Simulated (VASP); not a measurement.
Wanted: the native input for a VASP 6.6.1 run.

```
Task                   : single point
Functional             : LDA
Potentials or basis    : VASP PAW LDA potentials, release 64 (In_d)
Cutoff                 : 520 eV
k mesh                 : 22 × 22 × 22
Occupations            : gaussian, width 0.15 eV
Spin                   : no spin polarisation
Dipole correction      : no
Further INCAR settings : ALGO = Fast; EDIFF = 1e-07; NBANDS = 12
```

The structure of In lies in POSCAR:

```
In
1.0
   -1.5926419549      1.5926419549      2.7105173431
    1.5926419549     -1.5926419549      2.7105173431
    1.5926419549      1.5926419549     -2.7105173431
In
1
Direct
    0.0000000000      0.0000000000      0.0000000000
```

One way to write it, as run:

INCAR

```
SYSTEM = In
PREC = Accurate
ENCUT = 520
EDIFF = 1E-7
ISMEAR = 0
SIGMA = 0.15
LREAL = .False.
LASPH = .True.
NELM = 60
ALGO = Fast
ISIF = 2
LWAVE = .False.
LCHARG = .True.
GGA = CA
LELF = .True.
LVHAR = .True.
NBANDS = 12
```

KPOINTS

```
regular mesh
0
Gamma
  22 22 22
  0 0 0
```

Potentials or basis: VASP PAW LDA potentials, release 64 (In_d).

Run with:

```sh
$ cat potpaw_LDA.64/In_d/POTCAR > POTCAR
$ mpirun -np 1 vasp_std > vasp.out
```

Results of the run:

The pressure is -4.1 GPa. The band gap on the k mesh is zero (an odd number of electrons rules out a gap without spin polarisation).

Caveat: the cell stands under tension; spin-orbit coupling is left out, which moves the levels of the heavy elements.

It took 2.5 min on 1 thread of Intel(R) Xeon(R) 6975P-C (Granite Rapids) (shared host), peak memory 0.36 GiB.
